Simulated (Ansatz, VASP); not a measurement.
One calculation of B, two programs

POSCAR

```
B
1.0
    0.0000000000      1.3885611694      1.3885611694
    1.3885611694      0.0000000000      1.3885611694
    1.3885611694      1.3885611694      0.0000000000
B
1
Direct
    0.0000000000      0.0000000000      0.0000000000
```

INCAR.step1

```
SYSTEM = B
PREC = Accurate ; ENCUT = 520
ISMEAR = -1 ; SIGMA = 0.1
LREAL = .FALSE. ; LASPH = .TRUE.
NELM = 60 ; NBANDS = 8
GGA = PE ; ALGO = Normal
EDIFF = 1E-4 ; LWAVE = .TRUE.
LCHARG = .FALSE.
```

Contents of INCAR.step2:

```
SYSTEM = B
PREC = Accurate ; ENCUT = 520
EDIFF = 1E-7 ; ISMEAR = -1
SIGMA = 0.1 ; LREAL = .FALSE.
LASPH = .TRUE. ; NELM = 60
ALGO = Normal ; ISIF = 2
LWAVE = .FALSE. ; LCHARG = .FALSE.
METAGGA = R2SCAN ; LMIXTAU = .TRUE.
NBANDS = 8 ; ISTART = 1
```

Contents of KPOINTS:

```
regular mesh
0
G
  21 21 21
  0 0 0
```

Input for Ansatz:

```yaml
crystal:
  lattice:
    - [0.0, 1.3885611694, 1.3885611694]
    - [1.3885611694, 0.0, 1.3885611694]
    - [1.3885611694, 1.3885611694, 0.0]
  atoms:
    - { symbol: B, position: [0.0, 0.0, 0.0] }
hamiltonian:
  xc: r2scan
  pseudopotentials:
    kind: paw
    azcp:
      B: "pseudopotentials/B.paw.azcp"
basis:
  ecutwfc: 500
  fft_grid_basis: typed
kpoints:
  mp_grid: { grid: [21, 21, 21], shift: [0, 0, 0] }
magnetization:
  spin_polarized: false
scf:
  occupations: { method: fermi_dirac, width: 0.1 }
  lower_state_search: "off"
output:
  stress: true
```

Alike in both runs: task single point; functional r2SCAN; k mesh 21 × 21 × 21; occupations fermi-dirac, width 0.1 eV; no spin polarisation.

|  | VASP | Ansatz |
| --- | --- | --- |
| version | VASP 6.6.1 | Ansatz 0.2.0 |
| potentials or method | VASP PAW PBE potentials, release 64 (B), cutoff 520 eV | plane waves (500 eV) with PAW, scalar-relativistic |
| valence electrons in the cell | 3 | 3 |

```csv
,VASP,Ansatz,Ansatz less VASP
pressure (GPa),27.3,27.5,+0.20
```

VASP's potentials were made for PBE, not for r2SCAN.
